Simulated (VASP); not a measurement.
Input of a VASP 6.6.1 run:

File INCAR:

```
PREC     = Accurate       # precision mode
ENCUT    = 520            # plane-wave cutoff, eV
EDIFF    = 1E-7           # SCF threshold, eV
ISMEAR   = 0              # smearing method
SIGMA    = 0.02           # smearing width, eV
LREAL    = False          # projectors in reciprocal space
LASPH    = True           # aspherical terms in the spheres
NELM     = 80             # most SCF steps
ALGO     = Normal         # electronic algorithm
ISIF     = 2              # what is computed and relaxed
LWAVE    = False          # write WAVECAR
LCHARG   = False          # write CHGCAR
GGA      = CA             # functional
NBANDS   = 28             # bands
```

Contents of KPOINTS:

```
Automatic mesh
0
Gamma
  6 6 4
```

File POSCAR:

```
La2O3
1.0
    3.8831091719      0.0000000000      0.0000000000
   -1.9415545859      3.3628711885      0.0000000000
    0.0000000000      0.0000000000      5.9507774854
La O
2 3
Direct
    0.6666666667      0.3333333333      0.7560332096
    0.3333333333      0.6666666667      0.2439667904
    0.6666666667      0.3333333333      0.3533832102
    0.3333333333      0.6666666667      0.6466167898
    0.0000000000      0.0000000000      0.0000000000
```

Potentials or basis: VASP PAW LDA potentials, release 64 (La, O).

Launch:

```sh
$ cat potpaw_LDA.64/La/POTCAR potpaw_LDA.64/O/POTCAR > POTCAR
$ mpirun -np 1 vasp_std > vasp.out
```

**Question.** Estimate the pressure.

**Answer.** 0.0 GPa.

**Question.** Predict the largest force.

**Answer.** 0.010 eV/Å.

Forces on the atoms (eV/Å):
```
La   0.000  0.000  0.010
La   0.000  0.000 -0.010
O    0.000  0.000  0.001
O    0.000  0.000 -0.001
O    0.000  0.000  0.000
```
